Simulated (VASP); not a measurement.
Here is a VASP 6.6.1 calculation.

INCAR

```
SYSTEM = SiC
PREC     = Accurate       ! precision mode
ENCUT    = 520            ! plane-wave cutoff, eV
EDIFF    = 1E-6           ! SCF threshold, eV
ISMEAR   = -1             ! smearing method
SIGMA    = 0.1551         ! smearing width, eV
LREAL    = Auto         
LASPH    = .True.         ! aspherical terms in the spheres
NELM     = 60             ! most SCF steps
ALGO     = Normal         ! electronic algorithm
ISIF     = 2              ! what is computed and relaxed
LWAVE    = .False.        ! write WAVECAR
LCHARG   = .True.         ! write CHGCAR
GGA      = PS             ! functional
LELF     = .True.         ! ELF
LVHAR    = .True.       
NBANDS   = 46             ! bands
```

The input KPOINTS:

```
Automatic mesh
0
Gamma
  2 2 2
  0.5 0.5 0.5
```

The input POSCAR:

```
SiC
1.0
    0.0000000000      4.4332765519      4.4332765519
    4.4332765519      0.0000000000      4.4332765519
    4.4332765519      4.4332765519      0.0000000000
Si C
8 8
Direct
   -0.0569357668      0.0182433916     -0.0310887440
   -0.1052260094      0.0324967320      0.4864970580
   -0.1026853377      0.5224074052     -0.0002592890
   -0.0886760606      0.5103461229      0.4742080661
    0.4355529093      0.0154200847     -0.0125817777
    0.4376504550     -0.0366019350      0.4889308110
    0.4145306476      0.4817443656      0.0150780127
    0.3741394160      0.5143321138      0.4963181237
    0.2837931461      0.3517861974      0.3826665177
    0.2528421105      0.4026342546      0.8508751836
    0.2465820680      0.9214551477      0.3678005378
    0.3117145939      0.8464531721      0.8795154000
    0.7390173975      0.4418049443      0.3467716218
    0.8019245942      0.3862530298      0.8503456655
    0.8095577747      0.9000865282      0.3506906194
    0.7843408728      0.8914970573      0.8843736577
```

Potentials or basis: VASP PAW PBE potentials, release 64 (Si, C).

Command:

```bash
$ cat potpaw_PBE.64/Si/POTCAR potpaw_PBE.64/C/POTCAR > POTCAR
$ mpirun -np 1 vasp_std > vasp.out
```

(1) What does it give for the pressure?

(2) Predict the band gap on the k mesh.

(3) What does it give for the largest force?

Answers

(1) -8.4 GPa.

(2) 1.60 eV (least direct gap 1.73 eV).

(3) 4.266 eV/Å.

Caveat: the k points lie up to 0.61 Å⁻¹ apart; the atoms stand as in a frame of molecular dynamics; the PAW data sets were made with another functional, which shifts forces and pressure a little; a shifted mesh leaves out Γ, where band edges can lie.
